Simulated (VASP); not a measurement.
# Cs (Im-3m) in VASP: further runs, part 2 of 2

VASP 6.6.1. Earlier steps stand in the parts before.

### Step 3. Relaxation of cell and atoms, PBE

This run uses another cell than the first one, of 111.66 Å³/atom.

Input file INCAR:

```
SYSTEM = Cs
ALGO = Normal ; EDIFF = 1E-7
EDIFFG = -0.03 ; ENCUT = 600
GGA = PE ; IBRION = 2
ISIF = 3 ; ISMEAR = 1
LASPH = .True. ; LCHARG = .False.
LREAL = .False. ; LWAVE = .False.
NELM = 100 ; NSW = 60
PREC = Accurate ; SIGMA = 0.02
```

Input file KPOINTS:

```
k-points
0
Gamma
  10 10 10
  0 0 0
```

Input file POSCAR:

```
Cs
1.0
   -3.0335000000      3.0335000000      3.0335000000
    3.0335000000     -3.0335000000      3.0335000000
    3.0335000000      3.0335000000     -3.0335000000
Cs
1
Direct
    0.0000000000      0.0000000000      0.0000000000
```

Potentials or basis: VASP PAW PBE potentials, release 64 (Cs_sv).

Command:

```sh
> cat potpaw_PBE.64/Cs_sv/POTCAR > POTCAR
> mpirun -np 1 vasp_std > vasp.out
```

OUTCAR:

```text
SYSTEM = Cs
   EDIFF = 1E-7
   EDIFFG = -0.03
   ENCUT = 600
   GGA = PE
   IBRION = 2
   ISIF = 3
   ISMEAR = 1
   LASPH = .True.
   LREAL = .False.
   NELM = 100
   NSW = 60
   PREC = Accurate

 ion  position               nearest neighbor table
   1  0.000  0.000  0.000-

  LATTYP: Found a body centered cubic cell.
 ALAT       =     6.0670000000

  Lattice vectors:

 A1 = (  -3.0335000000,   3.0335000000,   3.0335000000)
 A2 = (   3.0335000000,  -3.0335000000,   3.0335000000)
 A3 = (   3.0335000000,   3.0335000000,  -3.0335000000)

Analysis of symmetry for initial positions (statically):
=====================================================================
 Subroutine PRICEL returns:
 Original cell was already a primitive cell.

 Routine SETGRP: Setting up the symmetry group for a
 body centered cubic supercell.

 Subroutine GETGRP returns: Found 48 space group operations
 (whereof 48 operations were pure point group operations)
 out of a pool of 48 trial point group operations.

The static configuration has the point symmetry O_h .

Analysis of symmetry for dynamics (positions and initial velocities):
[... 166 lines left out ...]
  -------------------------------------------------------------------------------------
  Total        0.0646470      0.0646470      0.0646470     -0.0000000     -0.0000000     -0.0000000
  in kB        0.9276135      0.9276135      0.9276135     -0.0000000     -0.0000000     -0.0000000
  external PRESSURE =       0.9276135 kB  Pullay stress =       0.0000000 kB
[... 57 lines left out ...]
--------------------------------------- Ionic step        3  -------------------------------------------

 number of electron       9.0000002 magnetization

 Free energy of the ion-electron system (eV)
  ---------------------------------------------------
  ext. energy  EPLUGINS =         0.00000000
  ---------------------------------------------------
  free energy    TOTEN  =        -0.84471926 eV

  energy without entropy =       -0.84428443  energy(sigma->0) =       -0.84457432

 E-fermi :   0.4592     XC(G=0):  -5.3883

 val. band max:        0.4564623232   @ k =   0.3000   0.2000   0.0000
 cond. band min:       0.4666863062   @ k =   0.4000   0.1000  -0.0000
 fundamental gap:      0.0102239830
 Fermi energy:         0.4592307432

 k-point     1 :       0.0000    0.0000    0.0000
  band No.  band energies     occupation
      1     -23.4282      2.00000
      2     -10.1723      2.00000
      3     -10.1723      2.00000
      4     -10.1723      2.00000
      5      -1.2362      2.00000
      6       2.9220      0.00000
      7       2.9220      0.00000
      8       2.9220      0.00000
[... 243 lines left out ...]
 k-point    24 :      -0.3000    0.3000    0.1000
  band No.  band energies     occupation
      1     -23.4235      2.00000
      2     -10.2590      2.00000
      3     -10.2062      2.00000
      4     -10.1824      2.00000
      5      -0.2486      2.00000
      6       1.9324      0.00000
      7       2.3803      0.00000
      8       3.1730      0.00000

 [... further k-points ...]
[... 5 lines left out ...]
  --------------------------------------------------------------------------------------
  -------------------------------------------------------------------------------------
  Total        0.0174497      0.0174497      0.0174497     -0.0000000     -0.0000000      0.0000000
  in kB        0.2412426      0.2412426      0.2412426     -0.0000000     -0.0000000      0.0000000
  external PRESSURE =       0.2412426 kB  Pullay stress =       0.0000000 kB
[... 16 lines left out ...]
  FREE ENERGIE OF THE ION-ELECTRON SYSTEM (eV)
  ---------------------------------------------------
  free  energy   TOTEN  =        -0.8447192619 eV

  energy  without entropy=       -0.8442844306  energy(sigma->0) =       -0.84457432

 reached required accuracy - stopping structural energy minimisation
```

Run time: 52 s. Hardware: 1 thread of Intel Xeon 6975P-C (Granite Rapids), shared host; peak memory 0.28 GiB.

What came out:

```
Free energy                           : -0.8447 eV
Relaxed volume                        : 115.89 Å³/atom
Relaxed cell                          : a = 5.320 Å, b = 5.320 Å, c = 5.320 Å, α = 109.47°, β = 109.47°, γ = 109.47°
Space group after relaxing (to 0.1 Å) : Im-3m (No. 229)
Energy gained by relaxing             : 1.5 meV/atom
Ionic steps                           : 3
Pressure after relaxing               : 0.0 GPa
Band gap on the k mesh                : zero (an odd number of electrons rules out a gap without spin polarisation)
```

The path:
| step | energy change (eV) | largest force (eV/Å) | pressure (GPa) | volume (Å³) |
| --- | --- | --- | --- | --- |
| 1 | 0.0000 | 0.0000 | 0.09 | 111.66 |
| 2 | -0.0005 | 0.0000 | 0.08 | 112.71 |
| 3 | -0.0015 | 0.0000 | 0.02 | 115.89 |

Final structure:
```xyz
1
Lattice="-3.0713 3.0713 3.0713 3.0713 -3.0713 3.0713 3.0713 3.0713 -3.0713" Properties=species:S:1:pos:R:3 pbc="T T T"
Cs    0.0000    0.0000    0.0000
```

Levels at points of the mesh, in eV from the Fermi level:
| k point | band 1 | band 2 | band 3 | band 4 | band 5 | band 6 | band 7 | band 8 |
| --- | --- | --- | --- | --- | --- | --- | --- | --- |
| (0.00, 0.00, 0.00) | -23.89 | -10.63 | -10.63 | -10.63 | -1.70 | 2.46 | 2.46 | 2.46 |
| (0.50, 0.00, 0.00) | -23.88 | -10.76 | -10.68 | -10.63 | 0.01 | 0.84 | 1.62 | 3.15 |
| (0.50, 0.50, 0.50) | -23.88 | -10.73 | -10.73 | -10.73 | 0.63 | 0.63 | 2.97 | 2.97 |

Caveat: spin-orbit coupling is left out, which moves the levels of the heavy elements.
